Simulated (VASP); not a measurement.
The system is SiC.

```
Si C
1.0
     0.00000    2.11271    2.11271
     2.11271    0.00000    2.11271
     2.11271    2.11271    0.00000
Si C
1 1
Direct
  0.00000 0.00000 0.00000
  0.25000 0.25000 0.25000
```

This cell differs from its parent crystal: strain -3.0%.

Program: VASP 6.6.1. Alike in all runs: potentials or basis VASP PAW PBE potentials, release 64 (Si, C); no spin polarisation; cell as given; cutoff (eV) 520; smearing gaussian 0.01 eV.

Q: Order these runs on this cell by their band gap on the k mesh, lowest first.
A. level HSE06; k mesh 8 × 8 × 8; grid for exact exchange (PRECFOCK) Normal; share of exact exchange 0.25; screening parameter 0.2079 1/Å
B. level r2SCAN; k mesh 8 × 8 × 8
C. level PBE; k mesh 6 × 6 × 6

A: C (1.26 eV), B (1.66 eV), A (2.17 eV).

Caveats: some runs use coarse meshes.

A k mesh can miss the band edges.
